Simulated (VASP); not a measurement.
A run of VASP 6.6.1 is set up as follows.

Contents of POSCAR:

```
ZrO2
1.0
    0.0000000000      2.5946226376      2.5946226376
    2.5946226376      0.0000000000      2.5946226376
    2.5946226376      2.5946226376      0.0000000000
Zr O
1 2
Direct
    0.0000000000      0.0000000000      0.0000000000
    0.2500000000      0.2500000000      0.2500000000
    0.7500000000      0.7500000000      0.7500000000
```

Contents of INCAR.step1:

```
PREC     = Accurate       # precision mode
ENCUT    = 660            # plane-wave cutoff, eV
ISMEAR   = 0              # smearing method
SIGMA    = 0.01           # smearing width, eV
LREAL    = False          # projectors in reciprocal space
LASPH    = True           # aspherical terms in the spheres
NELM     = 120            # most SCF steps
NBANDS   = 19             # bands
GGA      = PE             # functional
ALGO     = Normal         # electronic algorithm
EDIFF    = 1E-5           # SCF threshold, eV
LWAVE    = True           # write WAVECAR
LCHARG   = False          # write CHGCAR
GGA_COMPAT= False
```

Contents of INCAR.step2:

```
PREC     = Accurate       # precision mode
ENCUT    = 660            # plane-wave cutoff, eV
EDIFF    = 1E-6           # SCF threshold, eV
ISMEAR   = 0              # smearing method
SIGMA    = 0.01           # smearing width, eV
LREAL    = False          # projectors in reciprocal space
LASPH    = True           # aspherical terms in the spheres
NELM     = 120            # most SCF steps
ALGO     = Normal         # electronic algorithm
ISIF     = 2              # what is computed and relaxed
LWAVE    = False          # write WAVECAR
LCHARG   = False          # write CHGCAR
METAGGA  = R2SCAN         # meta-GGA
LMIXTAU  = True         
NBANDS   = 19             # bands
ISTART   = 1            
GGA_COMPAT= False
```

Contents of KPOINTS:

```
regular mesh
0
Gamma
  8 8 8
```

Potentials or basis: VASP PAW PBE potentials, release 64 (Zr_sv, O).

Command:

```console
$ cat potpaw_PBE.64/Zr_sv/POTCAR potpaw_PBE.64/O/POTCAR > POTCAR
$ cp INCAR.step1 INCAR
$ mpirun -np 1 vasp_std > vasp.out
$ cp INCAR.step2 INCAR
$ mpirun -np 1 vasp_std > vasp.out
```

Predict the pressure.

-13.3 GPa.

Predict the band gap on the k mesh.

3.69 eV (least direct gap 4.05 eV).

Caveat: the cell stands under tension; the PAW data sets were made with another functional, which shifts forces and pressure a little. r2SCAN opens gaps a little over a GGA but as a rule still falls short of measured ones.
